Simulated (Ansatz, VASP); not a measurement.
**TaN: VASP beside Ansatz**

The input INCAR:

```
PREC = Accurate
ENCUT = 520
EDIFF = 1E-6
ISMEAR = -1
SIGMA = 0.01
LREAL = False
LASPH = True
NELM = 100
ALGO = Normal
ISIF = 2
LWAVE = False
LCHARG = False
GGA = PE
NBANDS = 24
```

The input KPOINTS:

```
regular mesh
0
Gamma
  9 9 5
```

Contents of POSCAR:

```
TaN
1.0
    3.0784819984      0.0000000000      0.0000000000
   -1.5392409992      2.6660436156      0.0000000000
    0.0000000000      0.0000000000      4.9180000000
Ta N
2 2
Direct
    0.0000000000      0.0000000000      0.0000000000
    0.0000000000      0.0000000000      0.5000000000
    0.3333333333      0.6666666667      0.2500000000
    0.6666666667      0.3333333333      0.7500000000
```

Input for Ansatz:

```yaml
crystal:
  lattice:
    - [3.0784819984, 0.0, 0.0]
    - [-1.5392409992, 2.6660436156, 0.0]
    - [0.0, 0.0, 4.918]
  atoms:
    - { symbol: Ta, position: [0.0, 0.0, 0.0] }
    - { symbol: Ta, position: [0.0, 0.0, 0.5] }
    - { symbol: "N", position: [0.3333333333, 0.6666666667, 0.25] }
    - { symbol: "N", position: [0.6666666667, 0.3333333333, 0.75] }
kpoints:
  mp_grid: { grid: [9, 9, 5] }
  band_path:
    path:
      - [0.0, 0.0, 0.0]
      - [0.5, 0.0, 0.0]
      - [0.3333333333, 0.3333333333, 0.0]
      - [0.0, 0.0, 0.0]
      - [0.0, 0.0, 0.5]
      - [0.5, 0.0, 0.5]
      - [0.3333333333, 0.3333333333, 0.5]
      - [0.0, 0.0, 0.5]
      - [0.5, 0.0, 0.5]
    npoints: 5
scf:
  occupations: { method: fermi_dirac, width: 0.01 }
hamiltonian:
  xc: pbe
  pseudopotentials: { kind: all_electron, lapw: { basis_error: 0.0005 } }
output:
  forces: true
  stress: true
  eigenvalues: true
```

Change from the starting cell: equal xx and yy strain of +1 %.

Alike in both runs: task single point; functional PBE; k mesh 9 × 9 × 5; occupations fermi-dirac, width 0.01 eV; no spin polarisation.

```csv
,VASP,Ansatz
version,VASP 6.6.1,Ansatz 0.2.0
potentials or method,"VASP PAW PBE potentials, release 64 (Ta_pv, N), cutoff 520 eV","all-electron LAPW, scalar-relativistic"
```

```csv
,VASP,Ansatz,Ansatz less VASP
pressure (GPa),51.8,50.1,-1.68
"traceless stress, the component that is largest in VASP (GPa)",54.69,54.06,-0.629
```

Both programs put the cell under a high pressure, so it lies far from rest at this level. Ansatz ran all-electron here, and VASP with PAW potentials.

Neither program's run includes spin-orbit coupling.
